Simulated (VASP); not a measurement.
# BN (P6_3/mmc) in VASP: notebook, part 2 of 2

VASP 6.6.1. Earlier steps stand in the parts before.

## (5) Relaxation of cell and atoms, b88 exchange, pbe correlation

The input, INCAR:

```
ALGO = Normal ; EDIFF = 1E-7
EDIFFG = -0.01 ; ENCUT = 600
GGA = LIBXC ; GGA_COMPAT = False
IBRION = 2 ; ISIF = 3
ISMEAR = -1 ; LASPH = True
LCHARG = False ; LIBXC1 = GGA_X_B88
LIBXC2 = GGA_C_PBE ; LREAL = False
LWAVE = False ; NELM = 120
NELMIN = 4 ; NSW = 60
PREC = Accurate ; SIGMA = 0.05
```

The input, KPOINTS:

```
k-points
0
Gamma
  12 12 4
```

The input, POSCAR:

```
BN
1.0
    2.4982400000      0.0000000000      0.0000000000
   -1.2491200000      2.1635393048      0.0000000000
    0.0000000000      0.0000000000      6.6357000000
N B
2 2
Direct
    0.6666666667      0.3333333333      0.2500000000
    0.3333333333      0.6666666667      0.7500000000
    0.6666666667      0.3333333333      0.7500000000
    0.3333333333      0.6666666667      0.2500000000
```

Potentials or basis: VASP PAW PBE potentials, release 64 (N, B).

The run is started by

```
> cat potpaw_PBE.64/N/POTCAR potpaw_PBE.64/B/POTCAR > POTCAR
> mpirun -np 1 vasp_std > vasp.out
```

OUTCAR:

```text
EDIFF = 1E-7
   EDIFFG = -0.01
   ENCUT = 600
   GGA = LIBXC
   IBRION = 2
   ISIF = 3
   ISMEAR = -1
   LASPH = True
   LREAL = False
   NELM = 120
   NELMIN = 4
   NSW = 60
   PREC = Accurate

 ion  position               nearest neighbor table
   1  0.667  0.333  0.250-   4 1.44   4 1.44   4 1.44
   2  0.333  0.667  0.750-   3 1.44   3 1.44   3 1.44
   3  0.667  0.333  0.750-   2 1.44   2 1.44   2 1.44
   4  0.333  0.667  0.250-   1 1.44   1 1.44   1 1.44

  LATTYP: Found a hexagonal cell.
 ALAT       =     2.4982400000
 C/A-ratio  =     2.6561499296

  Lattice vectors:

 A1 = (   2.4982400000,   0.0000000000,   0.0000000000)
 A2 = (  -1.2491200000,   2.1635393048,   0.0000000000)
 A3 = (   0.0000000000,   0.0000000000,   6.6357000000)

Analysis of symmetry for initial positions (statically):
=====================================================================
[... 1017 lines left out ...]
      4      -5.1995      2.00000
      5      -1.9348      2.00000
      6      -1.9138      2.00000
      7      -1.3188      2.00000
      8      -0.5060      2.00000
      9       8.5385      0.00000
     10       8.8811      0.00000
     11      10.2960      0.00000
     12      11.7187      0.00000

 [... further k-points ...]

[... ionic steps 4 to 8 ...]

--------------------------------------- Ionic step        9  -------------------------------------------

 number of electron      15.9999994 magnetization

------------------------ aborting loop because EDIFF is reached ----------------------------------------
[... 71 lines left out ...]
--------------------------------------- Ionic step       11  -------------------------------------------

 number of electron      15.9999994 magnetization

 Free energy of the ion-electron system (eV)
  ---------------------------------------------------
  ext. energy  EPLUGINS =         0.00000000
  ---------------------------------------------------
  free energy    TOTEN  =       -34.83870809 eV

  energy without entropy =      -34.83870809  energy(sigma->0) =      -34.83870809

 E-fermi :   2.0310     XC(G=0):  -8.8669

 val. band max:        0.9910820677   @ k =   0.3333   0.3333   0.5000
 cond. band min:       5.5408876571   @ k =   0.5000   0.0000   0.0000
 fundamental gap:      4.5498055894
 Fermi energy:         2.0309671827
[... 391 lines left out ...]
  FREE ENERGIE OF THE ION-ELECTRON SYSTEM (eV)
  ---------------------------------------------------
  free  energy   TOTEN  =       -34.8387080884 eV

  energy  without entropy=      -34.8387080883  energy(sigma->0) =      -34.83870809

 reached required accuracy - stopping structural energy minimisation
```

CONTCAR:

```text
BN
   1.00000000000000
     2.5120974490667951   -0.0000000000000000   -0.0000000000000000
    -1.2560487245333976    2.1755402077242665   -0.0000000000000000
     0.0000000000000000    0.0000000000000000    7.8532993678117133
  N               B
     2     2
Direct
     0.6666666667000030    0.3333333332999970    0.2500000000000000
     0.3333333332999970    0.6666666667000030    0.7500000000000000
     0.6666666667000030    0.3333333332999970    0.7500000000000000
     0.3333333332999970    0.6666666667000030    0.2500000000000000

  0.00000000E+00  0.00000000E+00  0.00000000E+00
  0.00000000E+00  0.00000000E+00  0.00000000E+00
  0.00000000E+00  0.00000000E+00  0.00000000E+00
  0.00000000E+00  0.00000000E+00  0.00000000E+00
```

Wall time 3.1 min (1 thread of Intel Xeon 8259CL, shared host); peak memory 0.17 GiB.

Results:

| Quantity | Value |
| --- | --- |
| Free energy | -34.8387 eV |
| Relaxed volume | 10.73 Å³/atom |
| Relaxed cell | a = 2.512 Å, b = 2.512 Å, c = 7.853 Å, α = 90.00°, β = 90.00°, γ = 120.00° |
| Space group after relaxing (to 0.1 Å) | P6_3/mmc (No. 194) |
| Energy gained by relaxing | 15.0 meV/atom |
| Ionic steps | 11 |
| Pressure after relaxing | 0.0 GPa |
| Band gap on the k mesh | 4.55 eV (least direct gap 4.68 eV) |

The path:
| step | energy change (eV) | largest force (eV/Å) | pressure (GPa) | volume (Å³) |
| --- | --- | --- | --- | --- |
| 1 | 0.0000 | 0.0000 | 5.01 | 35.87 |
| 2 | 0.0144 | 0.0000 | -6.27 | 37.34 |
| 3 | -0.0093 | 0.0000 | 0.45 | 36.43 |
| 4 | -0.0139 | 0.0000 | 0.41 | 36.70 |
| 5 | -0.0258 | 0.0000 | 0.32 | 37.51 |
| 6 | -0.0430 | 0.0000 | 0.25 | 39.13 |
| 7 | -0.0597 | 0.0000 | 0.16 | 42.37 |
| 8 | -0.0600 | 0.0000 | 0.11 | 43.11 |
| 9 | -0.0601 | 0.0000 | 0.13 | 42.90 |
| 10 | -0.0583 | 0.0000 | -1.61 | 43.23 |
| 11 | -0.0601 | 0.0000 | 0.00 | 42.92 |

Final structure:
```
N B
1.0
     2.51210    0.00000    0.00000
    -1.25605    2.17554    0.00000
     0.00000    0.00000    7.85330
N B
2 2
Direct
  0.66667 0.33333 0.25000
  0.33333 0.66667 0.75000
  0.66667 0.33333 0.75000
  0.33333 0.66667 0.25000
```

Caveat: the volume moved by over 15 % at a fixed basis, so the end points are rough; the PAW data sets were made with another functional, which shifts forces and pressure a little. Zero-point motion and thermal expansion aren't in these numbers.

## (6) Summary

| task | level | cell | k mesh | cutoff (eV) | grid for exact exchange (PRECFOCK) | share of exact exchange | screening parameter | gap on the mesh (eV) | pressure (GPa) | relaxed volume (Å³/atom) |
| --- | --- | --- | --- | --- | --- | --- | --- | --- | --- | --- |
| relaxation of cell and atoms | PBEsol+D4 | relaxed | 12 × 12 × 4 | 600 | - | - | - | 4.09 | -0.1 | 8.70 |
| single point | HSE06 | as given | 7 × 7 × 3 | 520 | Normal | 0.25 | 0.2079 1/Å | 5.84 | 0.3 | - |
| single point | PBE0 | as given | 7 × 7 × 3 | 520 | Normal | 0.25 | - | 6.61 | 0.2 | - |
| relaxation of cell and atoms | b88 exchange, pbe correlation | relaxed | 12 × 12 × 4 | 600 | - | - | - | 4.55 | 0.0 | 10.73 |

Alike in all rows: potentials or basis VASP PAW PBE potentials, release 64 (N, B); no spin polarisation; smearing fermi-dirac 0.05 eV.

Caveats: the PAW data sets were made with another functional, which shifts forces and pressure a little; this functional lacks dispersion, which binds layers or chains, so the pressure and a relaxed spacing across them are unreliable (at least some runs); the volume moved by over 15 % at a fixed basis, so the end points are rough (at least some runs).

Absolute energies hang on the potentials; compare differences alone.
